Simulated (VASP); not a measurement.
Write the native input for VASP 6.6.1 that does the following.

```yaml
Task: single point
Functional: PBEsol
Potentials_or_basis: VASP PAW PBE potentials, release 64 (Hf_pv, C)
Cutoff: 520 eV
k_mesh: 9 × 9 × 5
Occupations: fermi-dirac, width 0.05 eV
Spin: no spin polarisation
Hubbard_terms: Hf d U = 3.0 eV
Dipole_correction: no
k_mesh_for_the_DOS: 14 × 14 × 8
Occupations_for_the_DOS: tetrahedron
Further_INCAR_settings: ALGO = Normal; EDIFF = 1e-07; NBANDS = 22
```

Crystal: HfC.

```
CELL_PARAMETERS angstrom
3.34287 0.00000 0.00000
-1.67143 2.89501 0.00000
0.00000 0.00000 5.20271
ATOMIC_POSITIONS crystal
Hf 0.33333 0.66667 0.25000
Hf 0.66667 0.33333 0.75000
C 0.00000 0.00000 0.50000
C 0.00000 0.00000 0.00000
```

These files were run (other wordings do the same):

POSCAR

```
HfC
1.0
    3.3428660531      0.0000000000      0.0000000000
   -1.6714330265      2.8950069234      0.0000000000
    0.0000000000      0.0000000000      5.2027140000
Hf C
2 2
Direct
    0.3333333333      0.6666666667      0.2500000000
    0.6666666667      0.3333333333      0.7500000000
    0.0000000000      0.0000000000      0.5000000000
    0.0000000000      0.0000000000      0.0000000000
```

INCAR.step1

```
ALGO = Normal
EDIFF = 1E-7
ENCUT = 520
GGA = PS
ISIF = 2
ISMEAR = -1
LASPH = True
LCHARG = True
LDAU = True
LDAUJ = 0 0
LDAUL = 2 -1
LDAUPRINT = 1
LDAUTYPE = 2
LDAUU = 3 0
LMAXMIX = 4
LREAL = False
LWAVE = False
NBANDS = 22
NELM = 150
PREC = Accurate
SIGMA = 0.05
```

KPOINTS.step1

```
k-points
0
Gamma
  9 9 5
```

INCAR.step2

```
ALGO = Normal
EDIFF = 1E-7
ENCUT = 520
GGA = PS
ICHARG = 11
ISIF = 2
ISMEAR = -5
LASPH = True
LCHARG = False
LDAU = True
LDAUJ = 0 0
LDAUL = 2 -1
LDAUPRINT = 1
LDAUTYPE = 2
LDAUU = 3 0
LMAXMIX = 4
LORBIT = 11
LREAL = False
LWAVE = False
NBANDS = 22
NEDOS = 1001
NELM = 150
PREC = Accurate
SIGMA = 0.05
```

KPOINTS.step2

```
k-points
0
Gamma
  14 14 8
```

Potentials or basis: VASP PAW PBE potentials, release 64 (Hf_pv, C).

Launch:

```console
$ cat potpaw_PBE.64/Hf_pv/POTCAR potpaw_PBE.64/C/POTCAR > POTCAR
$ cp INCAR.step1 INCAR
$ cp KPOINTS.step1 KPOINTS
$ mpirun -np 1 vasp_std > vasp.out
$ cp INCAR.step2 INCAR
$ cp KPOINTS.step2 KPOINTS
$ mpirun -np 1 vasp_std > vasp.out
```

Results of the run:

The valence electrons inside the program's atomic spheres are Hf 8.56; C 2.36.

Caveat: U without spin polarisation on a metal has little footing; the U is typed as a test and isn't derived for this compound.

It took 60 s on 1 thread of Intel(R) Xeon(R) 6975P-C (Granite Rapids), on a shared host, peak memory 0.24 GiB.
